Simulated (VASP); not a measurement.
A run of VASP 6.6.1:

The input INCAR:

```
ALGO = Normal
EDIFF = 1E-7
EDIFFG = -0.001
ENCUT = 600
GGA = PS
IBRION = 2
ISIF = 3
ISMEAR = 0
LASPH = True
LCHARG = False
LREAL = False
LWAVE = False
NELM = 80
NSW = 80
PREC = Accurate
PSTRESS = 150.0
SIGMA = 0.01
```

File KPOINTS:

```
k-points
0
Gamma
  8 8 8
```

File POSCAR:

```
CuI
1.0
    0.0000000000      2.8897616915      2.8897616915
    2.8897616915      0.0000000000      2.8897616915
    2.8897616915      2.8897616915      0.0000000000
Cu I
1 1
Direct
    0.2500000000      0.2500000000      0.2500000000
    0.0000000000      0.0000000000      0.0000000000
```

Potentials or basis: VASP PAW PBE potentials, release 64 (Cu, I).

Launch:

```sh
$ cat potpaw_PBE.64/Cu/POTCAR potpaw_PBE.64/I/POTCAR > POTCAR
$ mpirun -np 1 vasp_std > vasp.out
```

Hardware: 1 thread of Intel(R) Xeon(R) Platinum 8375C CPU @ 2.90GHz (Ice Lake), on a shared host.

Q: Estimate the wall time of this run.

A: Wall time 120 s on 1 thread of Intel(R) Xeon(R) Platinum 8375C CPU @ 2.90GHz (Ice Lake) (shared host), peak memory 0.22 GiB. Counts: scf iterations 76, k points 29, ion steps 7.
